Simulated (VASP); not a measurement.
Wanted: the native input for a VASP 6.6.1 run.

```yaml
Task: single point
Functional: HSE06
Potentials_or_basis: VASP PAW PBE potentials, release 64 (B, N)
Cutoff: 520 eV
k_mesh: 9 × 9 × 4
Occupations: gaussian, width 0.01 eV
Spin: no spin polarisation
Dipole_correction: no
Grid_for_exact_exchange_PRECFOCK: Normal
Further_INCAR_settings: ALGO = Normal; EDIFF = 1e-06; NBANDS = 16
Share_of_exact_exchange: 0.25
Screening_parameter: 0.2079 1/Å
```

BN:

```xyz
4
Lattice="2.5006 0.0000 0.0000 -1.2503 2.1656 0.0000 0.0000 0.0000 6.5228" Properties=species:S:1:pos:R:3 pbc="T T T"
B     0.0000    1.4437    1.6307
B     1.2503    0.7219    4.8921
N     0.0000    1.4437    4.8921
N     1.2503    0.7219    1.6307
```

These files were run (other wordings do the same):

POSCAR

```
BN
1.0
    2.5006065601      0.0000000000      0.0000000000
   -1.2503032800      2.1655888059      0.0000000000
    0.0000000000      0.0000000000      6.5228215826
B N
2 2
Direct
    0.3333333333      0.6666666667      0.2500000000
    0.6666666667      0.3333333333      0.7500000000
    0.3333333333      0.6666666667      0.7500000000
    0.6666666667      0.3333333333      0.2500000000
```

INCAR.step1

```
SYSTEM = BN
PREC     = Accurate       ! precision mode
ENCUT    = 520            ! plane-wave cutoff, eV
EDIFF    = 1E-5           ! SCF threshold, eV
ISMEAR   = 0              ! smearing method
SIGMA    = 0.01           ! smearing width, eV
LREAL    = .FALSE.        ! projectors in reciprocal space
LASPH    = .TRUE.         ! aspherical terms in the spheres
NELM     = 100            ! most SCF steps
ALGO     = Normal         ! electronic algorithm
ISIF     = 2              ! what is computed and relaxed
LWAVE    = .TRUE.         ! write WAVECAR
LCHARG   = .FALSE.        ! write CHGCAR
GGA      = PE             ! functional
NBANDS   = 16             ! bands
KPAR     = 2
```

INCAR.step2

```
SYSTEM = BN
PREC     = Accurate       ! precision mode
ENCUT    = 520            ! plane-wave cutoff, eV
EDIFF    = 1E-6           ! SCF threshold, eV
ISMEAR   = 0              ! smearing method
SIGMA    = 0.01           ! smearing width, eV
LREAL    = .FALSE.        ! projectors in reciprocal space
LASPH    = .TRUE.         ! aspherical terms in the spheres
NELM     = 100            ! most SCF steps
ALGO     = Normal         ! electronic algorithm
ISIF     = 2              ! what is computed and relaxed
LWAVE    = .FALSE.        ! write WAVECAR
LCHARG   = .FALSE.        ! write CHGCAR
GGA      = PE             ! functional
LHFCALC  = .TRUE.         ! exact exchange
HFSCREEN = 0.2079         ! screening, 1/A
PRECFOCK = Normal       
ISTART   = 1            
NBANDS   = 16             ! bands
KPAR     = 2
```

KPOINTS

```
regular mesh
0
G
  9 9 4
  0 0 0
```

Potentials or basis: VASP PAW PBE potentials, release 64 (B, N).

Command:

```sh
$ cat potpaw_PBE.64/B/POTCAR potpaw_PBE.64/N/POTCAR > POTCAR
$ cp INCAR.step1 INCAR
$ mpirun -np 2 vasp_std > vasp.out
$ cp INCAR.step2 INCAR
$ mpirun -np 2 vasp_std > vasp.out
```

Results of the run:

```
Pressure               : -0.3 GPa
Band gap on the k mesh : 5.72 eV (least direct gap 6.01 eV)
```

Caveat: the PAW data sets were made with another functional, which shifts forces and pressure a little; this functional lacks dispersion, which binds layers or chains, so the pressure and a relaxed spacing across them are unreliable.

Run time: 21 min on 2 MPI ranks on Intel(R) Xeon(R) 6975P-C (Granite Rapids), on a shared host, peak memory 0.27 GiB a rank.
